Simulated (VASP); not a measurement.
**AlN: single point with r2SCAN**

Crystal: AlN.

```xyz
8
Lattice="-3.1110 0.0000 0.0000 -1.5555 -2.6942 0.0000 -0.3111 0.0000 9.9560" Properties=species:S:1:pos:R:3 pbc="T T T"
Al   -1.5555   -0.8981    8.9977
Al   -1.5555   -0.8981    4.0197
Al   -3.1110   -1.7961    1.5307
Al   -3.1110   -1.7961    6.5087
N    -1.5555   -0.8981    0.9583
N    -1.5555   -0.8981    5.9363
N    -3.1110   -1.7961    3.4473
N    -3.1110   -1.7961    8.4253
```

This cell differs from its parent crystal: the part above a cut slid along it.

```json
{
 "Program": "VASP 6.6.1",
 "Task": "single point",
 "Functional": "r2SCAN",
 "Potentials or basis": "VASP PAW PBE potentials, release 64 (Al, N)",
 "Cutoff": "520 eV",
 "k mesh": "8 × 8 × 3",
 "Occupations": "gaussian, width 0.05 eV",
 "Spin": "no spin polarisation"
}
```

```yaml
Pressure: -1.2 GPa
Largest_force: 0.726 eV/Å
Band_gap_on_the_k_mesh: 4.71 eV
```

Forces on the atoms (eV/Å):
```
Al  -0.634  0.057  0.254
Al   0.009  0.000  0.183
Al   0.136 -0.049  0.322
Al  -0.028 -0.006  0.178
N    0.649  0.057 -0.320
N    0.000 -0.002 -0.189
N    0.020  0.005 -0.185
N   -0.151 -0.062 -0.244
```

Stress tensor (GPa, compression positive):
```
-1.26  0.52  3.57
 0.52 -0.46  0.14
 3.57  0.14 -1.76
```

Levels at points of the mesh, in eV from the valence-band top:
| k point | band 14 | band 15 | band 16 | band 17 | band 18 | band 19 |
| --- | --- | --- | --- | --- | --- | --- |
| (0.00, 0.00, 0.00) | -0.45 | -0.36 | 0.00 | 4.71 | 7.01 | 7.11 |
| (0.50, 0.00, 0.00) | -1.65 | -1.33 | -0.84 | 5.70 | 5.98 | 6.17 |
| (0.50, 0.50, 0.00) | -1.53 | -1.25 | -0.88 | 5.66 | 5.84 | 6.36 |
| (0.00, 0.50, 0.00) | -1.50 | -1.40 | -0.85 | 5.79 | 5.86 | 6.33 |

Wall time 4.2 min on 1 thread of Intel(R) Xeon(R) 6975P-C (Granite Rapids), on a shared host, peak memory 0.31 GiB.

Caveat: the cell differs from its parent crystal (the part above a cut slid along it); the PAW data sets were made with another functional, which shifts forces and pressure a little. A k mesh can miss the band edges.
